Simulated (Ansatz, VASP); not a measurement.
## Two plane-wave programs on BiS4

INCAR

```
SYSTEM = BiS4
  PREC = Accurate
  ENCUT = 600
  EDIFF = 1E-7
  ISMEAR = 0
  SIGMA = 0.1
  LREAL = .FALSE.
  LASPH = .TRUE.
  NELM = 60
  ALGO = Normal
  ISIF = 3
  LWAVE = .FALSE.
  LCHARG = .FALSE.
  GGA = PE
  IBRION = 2
  NSW = 100
  EDIFFG = -0.01
```

File KPOINTS:

```
Automatic mesh
0
G
  8 8 8
  0 0 0
```

Contents of POSCAR:

```
BiS4
1.0
    5.1830884075      0.0000000000      0.0000000000
    0.0000000000      5.1830884075      0.0000000000
    0.0000000000      0.0000000000      5.1830884075
Bi S
1 4
Direct
    0.5000000000      0.5000000000      0.5000000000
    0.0000000000      0.5000000000      0.5000000000
    0.5000000000      0.5000000000      0.0000000000
    0.5000000000      0.0000000000      0.5000000000
    0.0000000000      0.0000000000      0.0000000000
```

Input for Ansatz:

```yaml
crystal:
  lattice:
    - [5.1830884075, 0.0, 0.0]
    - [0.0, 5.1830884075, 0.0]
    - [0.0, 0.0, 5.1830884075]
  atoms:
    - { symbol: Bi, position: [0.5, 0.5, 0.5] }
    - { symbol: S, position: [0.0, 0.5, 0.5] }
    - { symbol: S, position: [0.5, 0.5, 0.0] }
    - { symbol: S, position: [0.5, 0.0, 0.5] }
    - { symbol: S, position: [0.0, 0.0, 0.0] }
basis:
  ecutwfc: 420
kpoints:
  mp_grid: { grid: [8, 8, 8] }
hamiltonian:
  xc: pbe
scf:
  occupations: { method: gaussian, width: 0.1 }
output:
  forces: true
  stress: true
  eigenvalues: true
  write_density: true
  write_potential: true
  elf: true
  volumetric_format: npy
relax:
  adjacent_minimum: "off"
  f_tol: 0.01
  max_steps: 80
  cell: { stress_tol: 0.05 }
```

Change from the starting cell: species swapped into the Fe4N type (Pm-3m, No. 221).

Alike in both runs: task relaxation of cell and atoms; functional PBE; k mesh 8 × 8 × 8; occupations gaussian, width 0.1 eV; no spin polarisation.

|  | VASP | Ansatz |
| --- | --- | --- |
| version | VASP 6.6.1 | Ansatz 0.2.0 |
| potentials or method | VASP PAW PBE potentials, release 64 (Bi_d, S), cutoff 600 eV | scalar-relativistic, plane waves, PAW |
| valence electrons in the cell | 39 | 39 |

VASP gave:

```
gap on the k mesh at the Fermi level, each at its own relaxed structure (eV) : none
relaxed volume (Å³/atom)                                                     : 28.22
relaxed cell length with the largest relative difference (Å)                 : 5.206
```

**Question.** What did Ansatz give for the same quantities?

**Answer.** gap on the k mesh at the Fermi level, each at its own relaxed structure (eV): none; relaxed volume (Å³/atom): 28.27; relaxed cell length with the largest relative difference (Å): 5.209.

A gap of «none» marks a metal or a gap that the smearing closes.

Spin-orbit coupling is off throughout.
